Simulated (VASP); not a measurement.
Here is a VASP 6.6.1 calculation.

File INCAR:

```
PREC = Accurate
ENCUT = 520
EDIFF = 1E-6
ISMEAR = 0
SIGMA = 0.1
LREAL = F
LASPH = T
NELM = 80
ALGO = Normal
ISIF = 2
LWAVE = F
LCHARG = F
GGA = PS
NBANDS = 13
```

The input KPOINTS:

```
regular mesh
0
Gamma
  8 8 8
```

The input POSCAR:

```
Mo
1.0
   -1.5659380055      1.5659380055      1.5659380055
    1.5659380055     -1.5659380055      1.5659380055
    1.5659380055      1.5659380055     -1.5659380055
Mo
1
Direct
    0.0000000000      0.0000000000      0.0000000000
```

Potentials or basis: VASP PAW PBE potentials, release 64 (Mo_sv).

Command:

```bash
$ cat potpaw_PBE.64/Mo_sv/POTCAR > POTCAR
$ mpirun -np 1 vasp_std > vasp.out
```

Q: Estimate the pressure.

A: 0.5 GPa.

Q: Estimate the band gap on the k mesh.

A: Zero (band 7 reaches 16.86 eV, above the bottom of band 8 at 11.35 eV).

Caveat: the PAW data sets were made with another functional, which shifts forces and pressure a little.
